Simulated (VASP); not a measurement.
Input of a VASP 6.6.1 run:

INCAR

```
PREC = Accurate ; ENCUT = 520
EDIFF = 1E-7 ; ISMEAR = -1
SIGMA = 0.05 ; LREAL = False
LASPH = True ; NELM = 100
ALGO = Normal ; ISIF = 2
LWAVE = False ; LCHARG = False
GGA = PE ; NBANDS = 14
```

File KPOINTS:

```
regular mesh
0
Gamma
  10 10 10
```

POSCAR

```
HfB
1.0
    0.0000000000      2.2628439111      2.2628439111
    2.2628439111      0.0000000000      2.2628439111
    2.2628439111      2.2628439111      0.0000000000
Hf B
1 1
Direct
    0.5000000000      0.5000000000      0.5000000000
    0.0000000000      0.0000000000      0.0000000000
```

Potentials or basis: VASP PAW PBE potentials, release 64 (Hf_pv, B).

Run with:

```bash
$ cat potpaw_PBE.64/Hf_pv/POTCAR potpaw_PBE.64/B/POTCAR > POTCAR
$ mpirun -np 1 vasp_std > vasp.out
```

Task: Predict the pressure.

Result: 49.9 GPa.
